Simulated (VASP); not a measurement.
# AgO (F-43m) in VASP: a series of runs

AgO is run at these levels: PBEsol; tasks: single point.

Everything below comes from runs of VASP 6.6.1. Logs are shortened: lines on timing, memory, paths and dates and some standing lists are left out, and cuts for length are marked.

## (1) The cell of the first run

It takes space group F-43m (No. 216, cubic). The conventional cell has a = 4.816 Å, b = 4.816 Å, c = 4.816 Å, α = 90.00°, β = 90.00°, γ = 90.00°. Within 2.8 Å of Ag (site symmetry -43m) lie 4 O at 2.09 Å. O (site symmetry -43m) has 4 Ag at 2.09 Å within 2.8 Å.

## (2) Single point, PBEsol

Input file INCAR:

```
PREC = Accurate ; ENCUT = 520
EDIFF = 1E-7 ; ISMEAR = 0
SIGMA = 0.15 ; LREAL = F
LASPH = T ; NELM = 60
ALGO = Normal ; ISIF = 2
LWAVE = F ; LCHARG = F
GGA = PS ; NBANDS = 16
```

Input file KPOINTS:

```
Automatic mesh
0
Gamma
  18 18 18
```

Input file POSCAR:

```
AgO
1.0
    0.0000000000      2.4080000000      2.4080000000
    2.4080000000      0.0000000000      2.4080000000
    2.4080000000      2.4080000000      0.0000000000
Ag O
1 1
Direct
    0.0000000000      0.0000000000      0.0000000000
    0.7500000000      0.7500000000      0.7500000000
```

Potentials or basis: VASP PAW PBE potentials, release 64 (Ag, O).

Started as:

```sh
$ cat potpaw_PBE.64/Ag/POTCAR potpaw_PBE.64/O/POTCAR > POTCAR
$ mpirun -np 1 vasp_std > vasp.out
```

OUTCAR:

```text
PREC = Accurate
   ENCUT = 520
   EDIFF = 1E-7
   ISMEAR = 0
   LREAL = F
   LASPH = T
   NELM = 60
   ISIF = 2
   GGA = PS

 ion  position               nearest neighbor table
   1  0.000  0.000  0.000-   2 2.09   2 2.09   2 2.09   2 2.09
   2  0.750  0.750  0.750-   1 2.09   1 2.09   1 2.09   1 2.09

  LATTYP: Found a face centered cubic cell.
 ALAT       =     4.8160000000

  Lattice vectors:

 A1 = (   0.0000000000,   2.4080000000,   2.4080000000)
 A2 = (   2.4080000000,   0.0000000000,   2.4080000000)
 A3 = (   2.4080000000,   2.4080000000,   0.0000000000)

Analysis of symmetry for initial positions (statically):
=====================================================================
 Subroutine PRICEL returns:
 Original cell was already a primitive cell.

 Routine SETGRP: Setting up the symmetry group for a
 face centered cubic supercell.

 Subroutine GETGRP returns: Found 24 space group operations
 (whereof 24 operations were pure point group operations)
 out of a pool of 48 trial point group operations.

The static configuration has the point symmetry T_d .

Analysis of symmetry for dynamics (positions and initial velocities):
=====================================================================
 Subroutine PRICEL returns:
 Original cell was already a primitive cell.

 Routine SETGRP: Setting up the symmetry group for a
 face centered cubic supercell.

 Subroutine GETGRP returns: Found 24 space group operations
 (whereof 24 operations were pure point group operations)
 out of a pool of 48 trial point group operations.

The dynamic configuration has the point symmetry T_d .

 Subroutine INISYM returns: Found 24 space group operations
 (whereof 24 operations are pure point group operations),
 and found     1 'primitive' translations

----------------------------------------------------------------------------------------

                                     Primitive cell

  volume of cell :      27.9254

  direct lattice vectors                    reciprocal lattice vectors
     0.000000000  2.408000000  2.408000000    -0.207641196  0.207641196  0.207641196
     2.408000000  0.000000000  2.408000000     0.207641196 -0.207641196  0.207641196
     2.408000000  2.408000000  0.000000000     0.207641196  0.207641196 -0.207641196

  length of vectors
     3.405426258  3.405426258  3.405426258     0.359645101  0.359645101  0.359645101

  position of ions in fractional coordinates (direct lattice)
     0.000000000  0.000000000  0.000000000
     0.750000000  0.750000000  0.750000000

  ion indices of the primitive-cell ions
   primitive index   ion index
                 1           1
                 2           2

----------------------------------------------------------------------------------------

 KPOINTS: Automatic mesh

Automatic generation of k-mesh.
 Grid dimensions read from file:
 generate k-points for:   18   18   18

 Generating k-lattice:

  Cartesian coordinates                     Fractional coordinates (reciprocal lattice)
    -0.011535622  0.011535622  0.011535622     0.055555556  0.000000000  0.000000000
     0.011535622 -0.011535622  0.011535622     0.000000000  0.055555556  0.000000000
     0.011535622  0.011535622 -0.011535622     0.000000000  0.000000000  0.055555556

  Length of vectors
     0.019980283  0.019980283  0.019980283

  Shift w.r.t. Gamma in fractional coordinates (k-lattice)
     0.000000000  0.000000000  0.000000000

 Subroutine IBZKPT returns following result:
 ===========================================

 Found    195 irreducible k-points:

 Following reciprocal coordinates:
            Coordinates               Weight
  0.000000  0.000000  0.000000      1.000000
  0.055556  0.000000  0.000000      8.000000
  0.111111  0.000000  0.000000      8.000000
  0.166667  0.000000  0.000000      8.000000
  0.222222  0.000000  0.000000      8.000000
  0.277778  0.000000  0.000000      8.000000
[... 16 lines left out ...]
 -0.277778  0.055556  0.000000     24.000000
 -0.222222  0.055556  0.000000     24.000000
 [... further k-points ...]
   k-points           NKPTS =    195   k-points in BZ     NKDIM =    195   number of bands    NBANDS=     16
   number of dos      NEDOS =    301   number of ions     NIONS =      2
   total plane-waves  NPLWV =  21952
   dimension x,y,z NGX =    28 NGY =   28 NGZ =   28
   dimension x,y,z NGXF=    56 NGYF=   56 NGZF=   56
   ions per type =               1   1
   NGX,Y,Z   is equivalent  to a cutoff of  13.67, 13.67, 13.67 a.u.
   NGXF,Y,Z  is equivalent  to a cutoff of  27.34, 27.34, 27.34 a.u.
 SYSTEM =  unknown system
   PREC   = accura    normal or accurate (medium, high low for compatibility)
   ISTART =      0    job   : 0-new  1-cont  2-samecut
   ICHARG =      2    charge: 1-file 2-atom 10-const
   ISPIN  =      1    spin polarized calculation?
   LNONCOLLINEAR =      F non collinear calculations
   LSORBIT =      F    spin-orbit coupling
   LASPH  =      T    aspherical Exc in radial PAW
   ENCUT  =  520.0 eV  38.22 Ry    6.18 a.u.   6.33  6.33  6.33*2*pi/ulx,y,z
   NELM   =     60;   NELMIN=  2; NELMDL= -5     # of ELM steps
   EDIFF  = 0.1E-06   stopping-criterion for ELM
   LREAL  =      F    real-space projection
   EDIFFG = 0.1E-05   stopping-criterion for IOM
   NSW    =      0    number of steps for IOM
   IBRION =     -1    ionic relax: 0-MD 1-quasi-New 2-CG
   NFREE  =      0    steps in history (QN), initial steepest desc. (CG)
   ISIF   =      2    stress and relaxation
   ISYM   =      2    0-nonsym 1-usesym 2-fastsym
   POTIM  = 0.5000    time-step for ionic-motion
   TEBEG  =    0.0;   TEEND  =   0.0 temperature during run
   PSTRESS=    0.0 pullay stress
   NELECT =      17.0000    total number of electrons
   NUPDOWN=      -1.0000    fix difference up-down
   EMIN   =  10.00;   EMAX   =-10.00  energy-range for DOS
   EFERMI =   0.00;   METHOD = LEGACY
   ISMEAR =     0;   SIGMA  =   0.15  broadening in eV -4-tet -1-fermi 0-gaus
   EFERMI_NEDOS =   21; number of points for ismear=-14 and -15
   IALGO  =     38    algorithm
   IMIX   =      4    mixing-type and parameters
     AMIX     =   0.40;   BMIX     =  1.00
     AMIX_MAG =   1.60;   BMIX_MAG =  1.00
  volume/ion in A,a.u.               =      13.96        94.22
  Fermi-wavevector in a.u.,A,eV,Ry     =   1.387473  2.621944 26.192336  1.925082
  Thomas-Fermi vector in A             =   2.511691
   LORBIT       =      0    0 simple, 1 ext, 2 COOP (PROOUT), +10 PAW based schemes
   GGA     = PS    functional components
   LHFCALC =     F    Hartree Fock is set to
   AEXX    =    0.0000 exact exchange contribution
   IVDW    =     0    specifies the selected vdW correction
   LEPSILON=     F    determine dielectric tensor
   LRPA    =     F    only Hartree local field effects (RPA)
 non-spin polarized calculation
 Gauss-broadening in eV      SIGMA  =   0.15
  energy-cutoff  :      520.00
  volume of cell :       27.93
 maximum number of plane-waves:       769
 NGX is ok and might be reduce to    28
   NGX = 13   NGY = 13   NGZ = 13

 number of electron      16.9999997 magnetization

 Free energy of the ion-electron system (eV)
  ---------------------------------------------------
  ext. energy  EPLUGINS =         0.00000000
  ---------------------------------------------------
  free energy    TOTEN  =        -8.01560035 eV

  energy without entropy =       -7.99154110  energy(sigma->0) =       -8.00357072

 E-fermi :   4.8236     XC(G=0): -11.2902

 val. band max:        4.8198067822   @ k =   0.1667   0.1667   0.0000
 cond. band min:       4.8260849255   @ k =   0.4444   0.1667   0.0556
 fundamental gap:      0.0062781433
 Fermi energy:         4.8236457180

 k-point     1 :       0.0000    0.0000    0.0000
  band No.  band energies     occupation
      1     -13.5695      2.00000
      2      -1.2621      2.00000
      3      -1.2621      2.00000
      4      -1.2621      2.00000
      5       1.5452      2.00000
      6       1.5452      2.00000
[... 8 lines left out ...]
     15      24.4414      0.00000
     16      24.4414      0.00000

 k-point     2 :       0.0556    0.0000    0.0000
  band No.  band energies     occupation
      1     -13.5578      2.00000
      2      -1.2733      2.00000
      3      -1.2466      2.00000
      4      -1.2466      2.00000
      5       1.5401      2.00000
      6       1.5401      2.00000
[... 8 lines left out ...]
     15      24.3110      0.00000
     16      24.3110      0.00000

 k-point     3 :       0.1111    0.0000    0.0000
  band No.  band energies     occupation
      1     -13.5248      2.00000
      2      -1.2969      2.00000
      3      -1.2027      2.00000
      4      -1.2027      2.00000
      5       1.5281      2.00000
      6       1.5281      2.00000
[... 8 lines left out ...]
     15      24.0281      0.00000
     16      24.0281      0.00000

 k-point     4 :       0.1667    0.0000    0.0000
  band No.  band energies     occupation
      1     -13.4747      2.00000
      2      -1.3083      2.00000
      3      -1.1374      2.00000
      4      -1.1374      2.00000
      5       1.5182      2.00000
      6       1.5182      2.00000
[... 8 lines left out ...]
     15      23.7810      0.00000
     16      23.7810      0.00000
[... 324 lines left out ...]
 k-point    22 :      -0.3333    0.0556    0.0000
  band No.  band energies     occupation
      1     -13.2659      2.00000
      2      -0.9767      2.00000
      3      -0.8990      2.00000
      4      -0.8785      2.00000
      5       1.5588      2.00000
      6       1.6822      2.00000
[... 8 lines left out ...]
     15      23.9447      0.00000
     16      24.8768      0.00000

 k-point    23 :      -0.2778    0.0556    0.0000
  band No.  band energies     occupation
      1     -13.3217      2.00000
      2      -1.1491      2.00000
      3      -0.9613      2.00000
      4      -0.9340      2.00000
      5       1.4983      2.00000
      6       1.6268      2.00000
[... 8 lines left out ...]
     15      23.3514      0.00000
     16      24.6258      0.00000

 k-point    24 :      -0.2222    0.0556    0.0000
  band No.  band energies     occupation
      1     -13.3844      2.00000
      2      -1.2637      2.00000
      3      -1.0359      2.00000
      4      -1.0013      2.00000
      5       1.4677      2.00000
      6       1.5850      2.00000
[... 8 lines left out ...]
     15      22.9939      0.00000
     16      24.5279      0.00000

 [... further k-points ...]
[... 5 lines left out ...]
  --------------------------------------------------------------------------------------
  -------------------------------------------------------------------------------------
  Total        1.8780223      1.8780223      1.8780223      0.0000000      0.0000000     -0.0000000
  in kB      107.7486597    107.7486597    107.7486597      0.0000000      0.0000000     -0.0000000
  external PRESSURE =     107.7486597 kB  Pullay stress =       0.0000000 kB

 VOLUME and BASIS-vectors are now :
 -----------------------------------------------------------------------------
  energy-cutoff  :      520.00
  volume of cell :       27.93
      direct lattice vectors                 reciprocal lattice vectors
     0.000000000  2.408000000  2.408000000    -0.207641196  0.207641196  0.207641196
     2.408000000  0.000000000  2.408000000     0.207641196 -0.207641196  0.207641196
     2.408000000  2.408000000  0.000000000     0.207641196  0.207641196 -0.207641196

 POSITION                                       TOTAL-FORCE (eV/Angst)
 -----------------------------------------------------------------------------------
      0.00000      0.00000      0.00000         0.000000      0.000000      0.000000
      3.61200      3.61200      3.61200        -0.000000     -0.000000     -0.000000
 -----------------------------------------------------------------------------------
    total drift:                               -0.000000     -0.000000     -0.000000

  FREE ENERGIE OF THE ION-ELECTRON SYSTEM (eV)
  ---------------------------------------------------
  free  energy   TOTEN  =        -8.0156003516 eV

  energy  without entropy=       -7.9915410971  energy(sigma->0) =       -8.00357072
```

Wall time 66 s (1 thread of AMD EPYC 9R45 (Zen 5), shared host); peak memory 0.19 GiB.

What came out:

```
Free energy : -8.0156 eV
Pressure    : 10.8 GPa
```

Levels at points of the mesh, in eV from the Fermi level:
```csv
k point,band 6,band 7,band 8,band 9,band 10,band 11,band 12,band 13
"(0.00, 0.00, 0.00)",-3.28,0.17,0.91,0.91,0.91,14.05,14.05,14.05
"(0.50, 0.00, 0.00)",-3.08,-2.86,-0.05,-0.05,5.43,6.92,13.95,13.95
"(0.50, 0.50, 0.00)",-2.91,-1.89,-1.45,-1.45,5.99,9.11,11.48,13.57
```

Caveat: the PAW data sets were made with another functional, which shifts forces and pressure a little; an odd number of electrons without spin polarisation forces a metal; a magnetic or distorted state may lie lower.

## (3) Single point, PBEsol

Input file INCAR:

```
SYSTEM = AgO
  ALGO = Normal
  EDIFF = 1E-6
  ENCUT = 520
  GGA = PS
  ISIF = 2
  ISMEAR = 0
  LASPH = .True.
  LCHARG = .False.
  LREAL = .False.
  LWAVE = .False.
  NBANDS = 16
  NELM = 100
  PREC = Accurate
  SIGMA = 0.15
```

Input file KPOINTS:

```
k-points
0
Gamma
  18 18 18
  0 0 0
```

POSCAR is that of step 2.

Potentials or basis: VASP PAW PBE potentials, release 64 (Ag, O).

Started as:

```sh
$ cat potpaw_PBE.64/Ag/POTCAR potpaw_PBE.64/O/POTCAR > POTCAR
$ mpirun -np 1 vasp_std > vasp.out
```

Wall time 37 s (1 thread of Intel Xeon 6975P-C (Granite Rapids), shared host); peak memory 0.22 GiB.

It converged, with:

| Quantity | Value |
| --- | --- |
| Free energy | -8.0156 eV |
| Pressure | 10.8 GPa |

Levels at points of the mesh, in eV from the Fermi level:
```tsv
k point	band 5	band 6	band 7	band 8	band 9	band 10	band 11	band 12	band 13	band 14
(0.00, 0.00, 0.00)	-3.28	-3.28	0.17	0.91	0.91	0.91	14.05	14.05	14.05	18.73
(0.50, 0.00, 0.00)	-3.08	-3.08	-2.86	-0.05	-0.05	5.42	6.92	13.95	13.95	16.21
(0.50, 0.50, 0.00)	-3.47	-2.91	-1.89	-1.45	-1.45	5.99	9.11	11.48	13.57	13.57
```

Caveat: the PAW data sets were made with another functional, which shifts forces and pressure a little; an odd number of electrons without spin polarisation forces a metal; a magnetic or distorted state may lie lower.
